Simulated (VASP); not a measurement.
# NbCd3 (Pm-3m) in VASP: further runs

The runs below take NbCd3 through single point, relaxation of cell and atoms, with PBE.

All numbers are computed with VASP 6.6.1; they aren't measurements. Logs are shortened: lines on timing, memory, paths and dates and some standing lists are left out, and cuts for length are marked.

## 1. The cell of the first run

It takes space group Pm-3m (No. 221, cubic). Conventional cell: a = 4.307 Å, b = 4.307 Å, c = 4.307 Å, α = 90.00°, β = 90.00°, γ = 90.00°. Within 4.0 Å of Nb (site symmetry m-3m) lie 12 Cd at 3.05 Å. Within 4.0 Å of Cd (site symmetry 4/mmm) lie 4 Nb at 3.05 Å and 8 Cd at 3.05 Å.

## 2. Single point, PBE

Input file INCAR:

```
SYSTEM = NbCd3
  PREC = Accurate
  ENCUT = 520
  EDIFF = 1E-6
  ISMEAR = 0
  SIGMA = 0.1
  LREAL = .False.
  LASPH = .True.
  NELM = 100
  ALGO = Fast
  ISIF = 2
  LWAVE = .False.
  LCHARG = .False.
  GGA = PE
  NBANDS = 32
```

Input file KPOINTS:

```
Automatic mesh
0
Gamma
  12 12 12
  0 0 0
```

Input file POSCAR:

```
NbCd3
1.0
    4.3070593525      0.0000000000      0.0000000000
    0.0000000000      4.3070593525      0.0000000000
    0.0000000000      0.0000000000      4.3070593525
Nb Cd
1 3
Direct
    0.0000000000      0.0000000000      0.0000000000
    0.0000000000      0.5000000000      0.5000000000
    0.5000000000      0.0000000000      0.5000000000
    0.5000000000      0.5000000000      0.0000000000
```

Potentials or basis: VASP PAW PBE potentials, release 64 (Nb_sv, Cd).

Launch:

```
> cat potpaw_PBE.64/Nb_sv/POTCAR potpaw_PBE.64/Cd/POTCAR > POTCAR
> mpirun -np 1 vasp_std > vasp.out
```

OUTCAR:

```text
SYSTEM = NbCd3
   PREC = Accurate
   ENCUT = 520
   EDIFF = 1E-6
   ISMEAR = 0
   LREAL = .False.
   LASPH = .True.
   NELM = 100
   ISIF = 2
   GGA = PE

 ion  position               nearest neighbor table
   1  0.000  0.000  0.000-   2 3.05   3 3.05   4 3.05   2 3.05   3 3.05   2 3.05   4 3.05   2 3.05
                             3 3.05   4 3.05   3 3.05   4 3.05
   2  0.000  0.500  0.500-   1 3.05   3 3.05   4 3.05   1 3.05   4 3.05   1 3.05   3 3.05   1 3.05
                             3 3.05   4 3.05   4 3.05   3 3.05
   3  0.500  0.000  0.500-   1 3.05   2 3.05   4 3.05   1 3.05   4 3.05   2 3.05   4 3.05   4 3.05
                             1 3.05   2 3.05   1 3.05   2 3.05
   4  0.500  0.500  0.000-   1 3.05   2 3.05   3 3.05   2 3.05   3 3.05   1 3.05   3 3.05   3 3.05
                             1 3.05   2 3.05   2 3.05   1 3.05

  LATTYP: Found a simple cubic cell.
 ALAT       =     4.3070593525

  Lattice vectors:

 A1 = (   4.3070593525,   0.0000000000,   0.0000000000)
 A2 = (   0.0000000000,   4.3070593525,   0.0000000000)
 A3 = (   0.0000000000,   0.0000000000,   4.3070593525)

Analysis of symmetry for initial positions (statically):
=====================================================================
 Subroutine PRICEL returns:
 Original cell was already a primitive cell.

 Routine SETGRP: Setting up the symmetry group for a
 simple cubic supercell.

 Subroutine GETGRP returns: Found 48 space group operations
 (whereof 48 operations were pure point group operations)
 out of a pool of 48 trial point group operations.

The static configuration has the point symmetry O_h .

Analysis of symmetry for dynamics (positions and initial velocities):
=====================================================================
 Subroutine PRICEL returns:
 Original cell was already a primitive cell.

 Routine SETGRP: Setting up the symmetry group for a
 simple cubic supercell.

 Subroutine GETGRP returns: Found 48 space group operations
 (whereof 48 operations were pure point group operations)
 out of a pool of 48 trial point group operations.

The dynamic configuration has the point symmetry O_h .

 Subroutine INISYM returns: Found 48 space group operations
 (whereof 48 operations are pure point group operations),
 and found     1 'primitive' translations

----------------------------------------------------------------------------------------

                                     Primitive cell

  volume of cell :      79.8992

  direct lattice vectors                    reciprocal lattice vectors
     4.307059352  0.000000000  0.000000000     0.232176972  0.000000000  0.000000000
     0.000000000  4.307059352  0.000000000     0.000000000  0.232176972  0.000000000
     0.000000000  0.000000000  4.307059352     0.000000000  0.000000000  0.232176972

  length of vectors
     4.307059352  4.307059352  4.307059352     0.232176972  0.232176972  0.232176972

  position of ions in fractional coordinates (direct lattice)
     0.000000000  0.000000000  0.000000000
     0.000000000  0.500000000  0.500000000
     0.500000000  0.000000000  0.500000000
     0.500000000  0.500000000  0.000000000

  ion indices of the primitive-cell ions
   primitive index   ion index
                 1           1
                 2           2
                 3           3
                 4           4

----------------------------------------------------------------------------------------

 KPOINTS: Automatic mesh

Automatic generation of k-mesh.
 Grid dimensions read from file:
 generate k-points for:   12   12   12

 Generating k-lattice:

  Cartesian coordinates                     Fractional coordinates (reciprocal lattice)
     0.019348081  0.000000000  0.000000000     0.083333333  0.000000000  0.000000000
     0.000000000  0.019348081  0.000000000     0.000000000  0.083333333  0.000000000
     0.000000000  0.000000000  0.019348081     0.000000000  0.000000000  0.083333333

  Length of vectors
     0.019348081  0.019348081  0.019348081

  Shift w.r.t. Gamma in fractional coordinates (k-lattice)
     0.000000000  0.000000000  0.000000000

 Subroutine IBZKPT returns following result:
 ===========================================

 Found     84 irreducible k-points:

 Following reciprocal coordinates:
            Coordinates               Weight
  0.000000  0.000000  0.000000      1.000000
  0.083333  0.000000  0.000000      6.000000
  0.166667  0.000000  0.000000      6.000000
  0.250000  0.000000  0.000000      6.000000
  0.333333  0.000000  0.000000      6.000000
  0.416667  0.000000  0.000000      6.000000
[... 16 lines left out ...]
  0.333333  0.333333  0.000000     12.000000
  0.416667  0.333333  0.000000     24.000000
 [... further k-points ...]
   k-points           NKPTS =     84   k-points in BZ     NKDIM =     84   number of bands    NBANDS=     32
   number of dos      NEDOS =    301   number of ions     NIONS =      4
   total plane-waves  NPLWV =  32768
   dimension x,y,z NGX =    32 NGY =   32 NGZ =   32
   dimension x,y,z NGXF=    64 NGYF=   64 NGZF=   64
   ions per type =               1   3
   NGX,Y,Z   is equivalent  to a cutoff of  12.35, 12.35, 12.35 a.u.
   NGXF,Y,Z  is equivalent  to a cutoff of  24.70, 24.70, 24.70 a.u.
 SYSTEM =  NbCd3
   PREC   = accura    normal or accurate (medium, high low for compatibility)
   ISTART =      0    job   : 0-new  1-cont  2-samecut
   ICHARG =      2    charge: 1-file 2-atom 10-const
   ISPIN  =      1    spin polarized calculation?
   LNONCOLLINEAR =      F non collinear calculations
   LSORBIT =      F    spin-orbit coupling
   LASPH  =      T    aspherical Exc in radial PAW
   ENCUT  =  520.0 eV  38.22 Ry    6.18 a.u.   8.01  8.01  8.01*2*pi/ulx,y,z
   NELM   =    100;   NELMIN=  2; NELMDL= -5     # of ELM steps
   EDIFF  = 0.1E-05   stopping-criterion for ELM
   LREAL  =      F    real-space projection
   EDIFFG = 0.1E-04   stopping-criterion for IOM
   NSW    =      0    number of steps for IOM
   IBRION =     -1    ionic relax: 0-MD 1-quasi-New 2-CG
   NFREE  =      0    steps in history (QN), initial steepest desc. (CG)
   ISIF   =      2    stress and relaxation
   ISYM   =      2    0-nonsym 1-usesym 2-fastsym
   POTIM  = 0.5000    time-step for ionic-motion
   TEBEG  =    0.0;   TEEND  =   0.0 temperature during run
   PSTRESS=    0.0 pullay stress
   NELECT =      49.0000    total number of electrons
   NUPDOWN=      -1.0000    fix difference up-down
   EMIN   =  10.00;   EMAX   =-10.00  energy-range for DOS
   EFERMI =   0.00;   METHOD = LEGACY
   ISMEAR =     0;   SIGMA  =   0.10  broadening in eV -4-tet -1-fermi 0-gaus
   EFERMI_NEDOS =   21; number of points for ismear=-14 and -15
   IALGO  =     68    algorithm
   IMIX   =      4    mixing-type and parameters
     AMIX     =   0.40;   BMIX     =  1.00
     AMIX_MAG =   1.60;   BMIX_MAG =  1.00
  volume/ion in A,a.u.               =      19.97       134.80
  Fermi-wavevector in a.u.,A,eV,Ry     =   1.390890  2.628400 26.321477  1.934574
  Thomas-Fermi vector in A             =   2.514781
   LORBIT       =      0    0 simple, 1 ext, 2 COOP (PROOUT), +10 PAW based schemes
   GGA     = PE    functional components
   LHFCALC =     F    Hartree Fock is set to
   AEXX    =    0.0000 exact exchange contribution
   IVDW    =     0    specifies the selected vdW correction
   LEPSILON=     F    determine dielectric tensor
   LRPA    =     F    only Hartree local field effects (RPA)
 non-spin polarized calculation
 RMM-DIIS sequential band-by-band and
 Gauss-broadening in eV      SIGMA  =   0.10
  energy-cutoff  :      520.00
  volume of cell :       79.90
 maximum number of plane-waves:      2200
   NGX = 17   NGY = 17   NGZ = 17

 number of electron      48.9999972 magnetization

 Free energy of the ion-electron system (eV)
  ---------------------------------------------------
  ext. energy  EPLUGINS =         0.00000000
  ---------------------------------------------------
  free energy    TOTEN  =       -11.88193385 eV

  energy without entropy =      -11.87318113  energy(sigma->0) =      -11.87755749

 E-fermi :   4.6902     XC(G=0): -11.6028

 val. band max:        4.6503739191   @ k =   0.5000   0.3333   0.0000
 cond. band min:       4.7060735894   @ k =   0.4167   0.4167   0.3333
 fundamental gap:      0.0556996703
 Fermi energy:         4.6901562785

 k-point     1 :       0.0000    0.0000    0.0000
  band No.  band energies     occupation
      1     -50.3120      2.00000
      2     -26.3580      2.00000
      3     -26.3580      2.00000
      4     -26.3580      2.00000
      5      -4.7415      2.00000
      6      -4.5501      2.00000
[... 24 lines left out ...]
     31      10.0857      0.00000
     32      12.0896      0.00000

 k-point     2 :       0.0833    0.0000    0.0000
  band No.  band energies     occupation
      1     -50.3119      2.00000
      2     -26.3591      2.00000
      3     -26.3580      2.00000
      4     -26.3580      2.00000
      5      -4.7193      2.00000
      6      -4.5417      2.00000
[... 24 lines left out ...]
     31      10.4055      0.00000
     32      12.1310      0.00000

 k-point     3 :       0.1667    0.0000    0.0000
  band No.  band energies     occupation
      1     -50.3118      2.00000
      2     -26.3622      2.00000
      3     -26.3582      2.00000
      4     -26.3582      2.00000
      5      -4.6559      2.00000
      6      -4.5177      2.00000
[... 24 lines left out ...]
     31      11.4355      0.00000
     32      12.1027      0.00000

 k-point     4 :       0.2500    0.0000    0.0000
  band No.  band energies     occupation
      1     -50.3117      2.00000
      2     -26.3663      2.00000
      3     -26.3583      2.00000
      4     -26.3583      2.00000
      5      -4.5601      2.00000
      6      -4.4825      2.00000
[... 24 lines left out ...]
     31      11.7074      0.00000
     32      11.7074      0.00000

 k-point     5 :       0.3333    0.0000    0.0000
  band No.  band energies     occupation
      1     -50.3116      2.00000
      2     -26.3705      2.00000
      3     -26.3585      2.00000
      4     -26.3585      2.00000
      5      -4.4483      2.00000
      6      -4.4436      2.00000
[... 584 lines left out ...]
     31      10.9147      0.00000
     32      11.5821      0.00000

 k-point    22 :       0.5000    0.2500    0.0000
  band No.  band energies     occupation
      1     -50.3113      2.00000
      2     -26.3732      2.00000
      3     -26.3653      2.00000
      4     -26.3588      2.00000
      5      -4.2687      2.00000
      6      -4.1975      2.00000
[... 24 lines left out ...]
     31      10.3130      0.00000
     32      11.6392      0.00000

 k-point    23 :       0.3333    0.3333    0.0000
  band No.  band energies     occupation
      1     -50.3113      2.00000
      2     -26.3696      2.00000
      3     -26.3684      2.00000
      4     -26.3588      2.00000
      5      -4.2973      2.00000
      6      -4.2524      2.00000
[... 24 lines left out ...]
     31      11.2366      0.00000
     32      11.8802      0.00000

 k-point    24 :       0.4167    0.3333    0.0000
  band No.  band energies     occupation
      1     -50.3112      2.00000
      2     -26.3717      2.00000
      3     -26.3687      2.00000
      4     -26.3589      2.00000
      5      -4.2255      2.00000
      6      -4.2020      2.00000
[... 24 lines left out ...]
     31      11.2263      0.00000
     32      11.4794      0.00000

 [... further k-points ...]
[... 5 lines left out ...]
  --------------------------------------------------------------------------------------
  -------------------------------------------------------------------------------------
  Total        0.1782989      0.1782989      0.1782989     -0.0000000     -0.0000000     -0.0000000
  in kB        3.5753338      3.5753338      3.5753338     -0.0000000     -0.0000000     -0.0000000
  external PRESSURE =       3.5753338 kB  Pullay stress =       0.0000000 kB

 VOLUME and BASIS-vectors are now :
 -----------------------------------------------------------------------------
  energy-cutoff  :      520.00
  volume of cell :       79.90
      direct lattice vectors                 reciprocal lattice vectors
     4.307059352  0.000000000  0.000000000     0.232176972  0.000000000  0.000000000
     0.000000000  4.307059352  0.000000000     0.000000000  0.232176972  0.000000000
     0.000000000  0.000000000  4.307059352     0.000000000  0.000000000  0.232176972

 POSITION                                       TOTAL-FORCE (eV/Angst)
 -----------------------------------------------------------------------------------
      0.00000      0.00000      0.00000         0.000000      0.000000      0.000000
      0.00000      2.15353      2.15353         0.000000      0.000000      0.000000
      2.15353      0.00000      2.15353         0.000000      0.000000      0.000000
      2.15353      2.15353      0.00000         0.000000      0.000000      0.000000
 -----------------------------------------------------------------------------------
    total drift:                                0.000000     -0.000000     -0.000000

  FREE ENERGIE OF THE ION-ELECTRON SYSTEM (eV)
  ---------------------------------------------------
  free  energy   TOTEN  =       -11.8819338545 eV

  energy  without entropy=      -11.8731811332  energy(sigma->0) =      -11.87755749
```

Wall time 3.5 min (1 thread of Oxide Virtual Turin-like, shared host); peak memory 0.28 GiB.

What came out:

```yaml
Free_energy: -11.8819 eV
Pressure: 0.4 GPa
Band_gap_on_the_k_mesh: zero (an odd number of electrons rules out a gap without spin polarisation)
```

## 3. Relaxation of cell and atoms, PBE

Input file INCAR:

```
SYSTEM = NbCd3
ALGO     = Fast           ! electronic algorithm
EDIFF    = 1E-7           ! SCF threshold, eV
EDIFFG   = -0.01          ! ionic threshold
ENCUT    = 600            ! plane-wave cutoff, eV
GGA      = PE             ! functional
IBRION   = 2              ! ionic algorithm
ISIF     = 3              ! what is computed and relaxed
ISMEAR   = 0              ! smearing method
LASPH    = .TRUE.         ! aspherical terms in the spheres
LCHARG   = .FALSE.        ! write CHGCAR
LREAL    = .FALSE.        ! projectors in reciprocal space
LWAVE    = .FALSE.        ! write WAVECAR
NELM     = 60             ! most SCF steps
NSW      = 100            ! ionic steps
PREC     = Accurate       ! precision mode
SIGMA    = 0.1            ! smearing width, eV
```

Input file KPOINTS:

```
k-points
0
G
  12 12 12
  0 0 0
```

Input file POSCAR:

```
NbCd3
1.0
    4.3082562829      0.0000000000      0.0000000000
    0.0000000000      4.3082562829      0.0000000000
    0.0000000000      0.0000000000      4.3082562829
Nb Cd
1 3
Direct
    0.0000000000      0.0000000000      0.0000000000
    0.0000000000      0.5000000000      0.5000000000
    0.5000000000      0.0000000000      0.5000000000
    0.5000000000      0.5000000000      0.0000000000
```

Potentials or basis: VASP PAW PBE potentials, release 64 (Nb_sv, Cd).

Launch:

```
> cat potpaw_PBE.64/Nb_sv/POTCAR potpaw_PBE.64/Cd/POTCAR > POTCAR
> mpirun -np 1 vasp_std > vasp.out
```

It took 17 min on 1 thread of Oxide Virtual Turin-like, shared host; peak memory 0.34 GiB.

Results (log left out):

* Free energy: -11.8810 eV
* Relaxed volume: 20.04 Å³/atom
* Relaxed cell: a = 4.311 Å, b = 4.311 Å, c = 4.311 Å, α = 90.00°, β = 90.00°, γ = 90.00°
* Space group after relaxing (to 0.1 Å): Pm-3m (No. 221)
* Energy gained by relaxing: 0.0 meV/atom
* Ionic steps: 3
* Pressure after relaxing: 0.0 GPa
* Band gap on the k mesh: zero (an odd number of electrons rules out a gap without spin polarisation)

The path:
| step | energy change (eV) | largest force (eV/Å) | pressure (GPa) | volume (Å³) |
| --- | --- | --- | --- | --- |
| 1 | 0.0000 | 0.0000 | 0.22 | 79.97 |
| 2 | -0.0001 | 0.0000 | -0.15 | 80.28 |
| 3 | -0.0001 | 0.0000 | 0.01 | 80.14 |

Final structure:
```
CELL_PARAMETERS angstrom
4.31145 0.00000 0.00000
0.00000 4.31145 0.00000
0.00000 0.00000 4.31145
ATOMIC_POSITIONS crystal
Nb 0.00000 0.00000 0.00000
Cd 0.00000 0.50000 0.50000
Cd 0.50000 0.00000 0.50000
Cd 0.50000 0.50000 0.00000
```

Levels at points of the mesh, in eV from the Fermi level:
| k point | band 20 | band 21 | band 22 | band 23 | band 24 | band 25 | band 26 | band 27 | band 28 | band 29 |
| --- | --- | --- | --- | --- | --- | --- | --- | --- | --- | --- |
| (0.00, 0.00, 0.00) | -7.57 | -0.95 | -0.95 | 0.27 | 0.27 | 0.27 | 1.13 | 1.13 | 1.13 | 5.32 |
| (0.50, 0.00, 0.00) | -5.95 | -5.65 | -0.81 | -0.81 | -0.74 | 0.99 | 1.07 | 2.95 | 4.02 | 4.02 |
| (0.50, 0.50, 0.00) | -4.93 | -3.14 | -3.14 | -2.98 | -0.29 | -0.29 | 1.09 | 1.65 | 2.04 | 5.38 |
| (0.50, 0.50, 0.50) | -2.40 | -2.40 | -2.40 | -2.12 | -1.11 | -1.11 | -1.11 | 1.41 | 1.41 | 3.33 |

The gap in the log of VASP goes by the Fermi energy; the results here count the filled bands.